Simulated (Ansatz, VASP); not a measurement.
ZnCd2N2 in VASP and in Ansatz

The input INCAR:

```
SYSTEM = ZnCd2N2
ALGO = Normal
EDIFF = 1E-6
ENCUT = 520
GGA = PS
ISIF = 2
ISMEAR = -1
LASPH = .TRUE.
LCHARG = .FALSE.
LREAL = .FALSE.
LWAVE = .FALSE.
NBANDS = 31
NELM = 60
PREC = Accurate
SIGMA = 0.05
```

KPOINTS

```
k-points
0
G
  6 6 4
  0 0 0
```

Contents of POSCAR:

```
ZnCd2N2
1.0
    3.9308020000      0.0000000000      0.0000000000
    1.9532264263      3.4111744152      0.0000000000
   -1.9677967434     -1.1407997071      6.5310987006
Zn Cd N
1 2 2
Direct
    0.5000000000      0.5000000000      0.5000000000
    0.2750555000      0.2750555000      0.8274160000
    0.7249445000      0.7249445000      0.1725840000
    0.4051275000      0.4051275000      0.2156880000
    0.5948725000      0.5948725000      0.7843120000
```

Input for Ansatz:

```yaml
crystal:
  lattice:
    a: 3.930802
    b: 3.930802
    c: 6.915844
    alpha: 106.53103
    beta: 106.53103
    gamma: 60.2047
  atoms:
    - { symbol: Zn, position: [0.5, 0.5, 0.5] }
    - { symbol: Cd, position: [0.2750555, 0.2750555, 0.827416] }
    - { symbol: Cd, position: [0.7249445, 0.7249445, 0.172584] }
    - { symbol: "N", position: [0.4051275, 0.4051275, 0.215688] }
    - { symbol: "N", position: [0.5948725, 0.5948725, 0.784312] }
basis:
  ecutwfc: 500.0
kpoints:
  mp_grid:
    grid: [6, 6, 4]
hamiltonian:
  xc: pbesol
scf:
  occupations:
    method: fermi_dirac
    width: 0.05
output:
  stress: true
```

Alike in both runs: task single point; functional PBEsol; k mesh 6 × 6 × 4; occupations fermi-dirac, width 0.05 eV; no spin polarisation.

|  | VASP | Ansatz |
| --- | --- | --- |
| version | VASP 6.6.1 | Ansatz 0.2.0 |
| potentials or method | VASP PAW PBE potentials, release 64 (Zn, Cd, N), cutoff 520 eV | plane waves, PAW |
| valence electrons in the cell | 46 | 62 |

Ansatz gave:

| Quantity | Value |
| --- | --- |
| pressure (GPa) | -5.2 |
| traceless stress, the component that is largest in VASP (GPa) | -0.78 |

Question: Which values does VASP return?

Answer: Pressure (GPa): -4.5; traceless stress, the component that is largest in VASP (GPa): -0.61.

VASP's potentials were made for PBE, not for PBEsol. VASP's potentials hold 46 valence electrons a cell and Ansatz's 62, so a difference there can come from the potentials and not from the codes.
